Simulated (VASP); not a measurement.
The system is Rh.

```
CELL_PARAMETERS angstrom
0.00000 1.89785 1.89785
1.89785 0.00000 1.89785
1.89785 1.89785 0.00000
ATOMIC_POSITIONS crystal
Rh 0.00000 0.00000 0.00000
```

```yaml
Program: VASP 6.6.1
Task: relaxation of cell and atoms
Functional: PBE
Potentials_or_basis: VASP PAW PBE potentials, release 64 (Rh_pv)
Cutoff: 500 eV
k_mesh: 10 × 10 × 10
Occupations: fermi-dirac, width 0.15 eV
Spin: no spin polarisation
```

At the start: pressure 8.3 GPa; volume 13.67 Å³/atom.

Task: Where does the relaxation end?

Result: Over 3 steps the energy falls by 10.6 meV/atom and the volume is 14.11 Å³/atom (+3.2 %); space group Fm-3m (No. 225, to 0.05 Å).

The path:
```
step  energy change (eV)  largest force (eV/Å)  pressure (GPa)  volume (Å³)
   1              0.0000                0.0000            8.33        13.67
   2              0.0406                0.0000          -14.80        15.13
   3             -0.0106                0.0000           -0.19        14.11
```

Final structure:
```cif
data_structure
_symmetry_space_group_name_H-M 'P 1'
_symmetry_Int_Tables_number 1
_cell_length_a 2.7121
_cell_length_b 2.7121
_cell_length_c 2.7121
_cell_angle_alpha 60.000
_cell_angle_beta 60.000
_cell_angle_gamma 60.000
_cell_volume 14.11
loop_
_atom_site_label
_atom_site_type_symbol
_atom_site_fract_x
_atom_site_fract_y
_atom_site_fract_z
_atom_site_occupancy
Rh1 Rh 0.00000 0.00000 0.00000 1
```
